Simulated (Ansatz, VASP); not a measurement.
**One calculation of BaTiO3, two programs**

```
Ba Ti O
1.0
     3.98550    0.00000    0.00000
     0.00000    2.83690   -2.84515
     0.00000    2.83690    2.84515
Ba Ti O
1 1 3
Direct
  0.00000 0.00000 0.00000
  0.50000 0.48760 0.51240
  0.00000 0.51260 0.48740
  0.50000 0.00816 0.50524
  0.50000 0.49476 0.99184
```

Alike in both runs: task relaxation of cell and atoms; functional PBEsol; dispersion D3(BJ); k mesh 6 × 6 × 6; no spin polarisation.

|  | VASP | Ansatz |
| --- | --- | --- |
| version | VASP 6.6.1 | Ansatz 0.2.0 |
| potentials or method | VASP PAW PBE potentials, release 64 (Ba_sv, Ti_sv, O) | plane waves, PAW |
| plane-wave cutoff (eV) | 600 | 420 |
| occupations | gaussian, width 0.01 eV | fixed |
| valence electrons in the cell | 40 | 40 |

Ansatz gave:

| Item | Value |
| --- | --- |
| relaxed volume (Å³/atom) | 12.35 |
| relaxed length of the cell vector where the two differ most in proportion (Å) | 3.961 |

Task: Estimate VASP's values.

Result: Relaxed volume (Å³/atom): 12.48; relaxed length of the cell vector where the two differ most in proportion (Å): 3.976.

VASP's potentials were made for PBE, not for PBEsol.

Neither program's run includes spin-orbit coupling.
